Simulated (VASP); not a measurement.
Set up this calculation in VASP 6.6.1, as the native input.

- Task: relaxation of cell and atoms
- Functional: PBE
- Dispersion: D3(BJ)
- Potentials or basis: VASP PAW PBE potentials, release 64 (Sn_d, Se)
- Cutoff: 600 eV
- k mesh: 12 × 12 × 6
- Occupations: gaussian, width 0.02 eV
- Spin: no spin polarisation
- Dipole correction: no
- Further INCAR settings: ALGO = Normal; EDIFF = 1e-06; IBRION = 2; EDIFFG = -0.005; NSW = 100; ISIF = 3

The structure of SnSe2 lies in POSCAR:

```
SnSe2
1.0
    3.8380776335      0.0000000000      0.0000000000
   -1.9190388167      3.3238727323      0.0000000000
    0.0000000000      0.0000000000      6.0146785272
Sn Se
1 2
Direct
    0.0000000000      0.0000000000      0.0000000000
    0.3333333333      0.6666666667      0.2650914469
    0.6666666667      0.3333333333      0.7349085531
```

One way to write it, as run:

INCAR

```
PREC = Accurate
ENCUT = 600
EDIFF = 1E-6
ISMEAR = 0
SIGMA = 0.02
LREAL = F
LASPH = T
NELM = 100
ALGO = Normal
ISIF = 3
LWAVE = F
LCHARG = F
GGA = PE
IVDW = 12
IBRION = 2
NSW = 100
EDIFFG = -0.005
```

KPOINTS

```
Automatic mesh
0
Gamma
  12 12 6
```

Potentials or basis: VASP PAW PBE potentials, release 64 (Sn_d, Se).

Command:

```console
$ cat potpaw_PBE.64/Sn_d/POTCAR potpaw_PBE.64/Se/POTCAR > POTCAR
$ mpirun -np 1 vasp_std > vasp.out
```

Results of the run:

| Item | Value |
| --- | --- |
| Relaxed volume | 25.61 Å³/atom |
| Relaxed cell | a = 3.841 Å, b = 3.841 Å, c = 6.013 Å, α = 90.00°, β = 90.00°, γ = 120.00° |
| Space group after relaxing (to 0.1 Å) | P-3m1 (No. 164) |
| Energy gained by relaxing | 0.0 meV/atom |
| Ionic steps | 8 |
| Pressure after relaxing | 0.0 GPa |
| Largest force after relaxing | 0.004 eV/Å |
| Band gap on the k mesh | 0.34 eV (least direct gap 0.81 eV) |
| Dispersion energy per atom | -0.363 eV |

Caveat: spin-orbit coupling is left out, which moves the levels of the heavy elements.

It took 7.9 min on 1 thread of Intel(R) Xeon(R) Platinum 8488C (Sapphire Rapids) (shared host), peak memory 0.34 GiB.
